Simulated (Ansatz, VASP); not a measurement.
# Cl in VASP and in Ansatz

```
CELL_PARAMETERS angstrom
-2.62126 2.62126 1.82237
2.62126 -2.62126 1.82237
2.62126 2.62126 -1.82237
ATOMIC_POSITIONS crystal
Cl 0.62500 0.87500 0.75000
Cl 0.37500 0.12500 0.25000
```

Alike in both runs: task single point; functional PBE; k mesh 16 × 16 × 16; occupations fermi-dirac, width 0.08 eV; no spin polarisation.

|  | VASP | Ansatz |
| --- | --- | --- |
| version | VASP 6.6.1 | Ansatz 0.2.0 |
| potentials or method | VASP PAW PBE potentials, release 64 (Cl), cutoff 520 eV | all-electron LAPW, scalar-relativistic |

Ansatz gave:

```
pressure (GPa) : 0.0
```

Problem. Which values does VASP return?

Solution. Pressure (GPa): -0.1.

Ansatz ran all-electron here, and VASP with PAW potentials.
